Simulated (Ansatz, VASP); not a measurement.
**RuAu: VASP beside Ansatz**

File INCAR:

```
SYSTEM = RuAu
PREC = Accurate ; ENCUT = 600
EDIFF = 1E-6 ; ISMEAR = 0
SIGMA = 0.1 ; LREAL = .FALSE.
LASPH = .TRUE. ; NELM = 100
ALGO = Fast ; ISIF = 3
LWAVE = .FALSE. ; LCHARG = .FALSE.
GGA = PE ; IBRION = 2
NSW = 100 ; EDIFFG = -0.01
```

KPOINTS

```
Automatic mesh
0
G
  18 18 18
  0 0 0
```

Contents of POSCAR:

```
RuAu
1.0
    3.1688718480      0.0000000000      0.0000000000
    0.0000000000      3.1688718480      0.0000000000
    0.0000000000      0.0000000000      3.1688718480
Ru Au
1 1
Direct
    0.0000000000      0.0000000000      0.0000000000
    0.5000000000      0.5000000000      0.5000000000
```

Input for Ansatz:

```yaml
crystal:
  lattice:
    - [3.168871848, 0.0, 0.0]
    - [0.0, 3.168871848, 0.0]
    - [0.0, 0.0, 3.168871848]
  atoms:
    - { symbol: Ru, position: [0.0, 0.0, 0.0] }
    - { symbol: Au, position: [0.5, 0.5, 0.5] }
basis:
  ecutwfc: 420
kpoints:
  mp_grid: { grid: [18, 18, 18] }
hamiltonian:
  xc: pbe
scf:
  occupations: { method: gaussian, width: 0.1 }
output:
  forces: true
  stress: true
  eigenvalues: true
relax:
  adjacent_minimum: "off"
  f_tol: 0.01
  max_steps: 80
  cell: { stress_tol: 0.05 }
```

Alike in both runs: task relaxation of cell and atoms; functional PBE; k mesh 18 × 18 × 18; occupations gaussian, width 0.1 eV; no spin polarisation.

|  | VASP | Ansatz |
| --- | --- | --- |
| version | VASP 6.6.1 | Ansatz 0.2.0 |
| potentials or method | VASP PAW PBE potentials, release 64 (Ru_pv, Au), cutoff 600 eV | scalar-relativistic, plane waves, PAW |
| valence electrons in the cell | 25 | 35 |

|  | VASP | Ansatz | Ansatz less VASP |
| --- | --- | --- | --- |
| gap on the k mesh at the Fermi level, each at its own relaxed structure (eV) | none | none | - |
| relaxed volume (Å³/atom) | 15.83 | 15.85 | +0.020 |
| relaxed cell length with the largest relative difference (Å) | 3.163 | 3.165 | +0.0014 |

A gap of «none» marks a metal or a gap that the smearing closes. VASP's potentials hold 25 valence electrons a cell and Ansatz's 35, so a difference there can come from the potentials and not from the codes.

Spin-orbit coupling is off throughout.
